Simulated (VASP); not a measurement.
Set up this calculation in VASP 6.6.1, as the native input.

```
Task                   : single point
Functional             : PBE
Dispersion             : D3(BJ)
Potentials or basis    : VASP PAW PBE potentials, release 64 (S, Mo_sv)
Cutoff                 : 520 eV
k mesh                 : 9 × 9 × 1
Occupations            : gaussian, width 0.05 eV
Spin                   : collinear spin
Starting moments       : [0.0, 0.0, 0.0, 0.0, 1.0, 1.0] μB
Dipole correction      : yes
Further INCAR settings : ALGO = Normal; EDIFF = 1e-06; NBANDS = 39
```

The structure of MoS2 lies in POSCAR:

```
MoS2
1.0
    3.1710014924      0.0000000029      0.0000000000
   -1.5855007487      2.7461678464      0.0000000000
    0.0000000000      0.0000000000     27.1725001791
S Mo
4 2
Direct
    0.0000000000      0.0000000000      0.3317316468
    0.3333333333      0.6666666667      0.4485834137
    0.6666666667      0.3333333333      0.5514165767
    0.0000000000      0.0000000000      0.6682683608
    0.6666666667      0.3333333333      0.3901687535
    0.3333333333      0.6666666667      0.6098312486
```

The input as run:

INCAR

```
SYSTEM = MoS2
PREC = Accurate
ENCUT = 520
EDIFF = 1E-6
ISMEAR = 0
SIGMA = 0.05
LREAL = .FALSE.
LASPH = .TRUE.
NELM = 150
ALGO = Normal
ISIF = 2
LWAVE = .FALSE.
LCHARG = .FALSE.
ISPIN = 2
MAGMOM = 0 0 0 0 1 1
LORBIT = 11
LMAXMIX = 4
LDIPOL = .TRUE.
IDIPOL = 3
DIPOL = 0.5 0.5 0.500
GGA = PE
IVDW = 12
NBANDS = 39
```

KPOINTS

```
regular mesh
0
G
  9 9 1
  0 0 0
```

Potentials or basis: VASP PAW PBE potentials, release 64 (S, Mo_sv).

Launch:

```sh
$ cat potpaw_PBE.64/S/POTCAR potpaw_PBE.64/Mo_sv/POTCAR > POTCAR
$ mpirun -np 1 vasp_std > vasp.out
```

It gave:

```yaml
Largest_force: 0.029 eV/Å
Band_gap_on_the_k_mesh: zero (filled and empty bands overlap)
Net_moment: 0.00 μB per cell
Valence_electrons_inside_the_program's_atomic_spheres: S 3.69; Mo 12.41
Dispersion_energy_per_atom: -0.374 eV
```

It took 4.1 min on 1 thread of AMD EPYC 9R45 96-Core Processor (Zen 5) (shared host), peak memory 0.48 GiB.
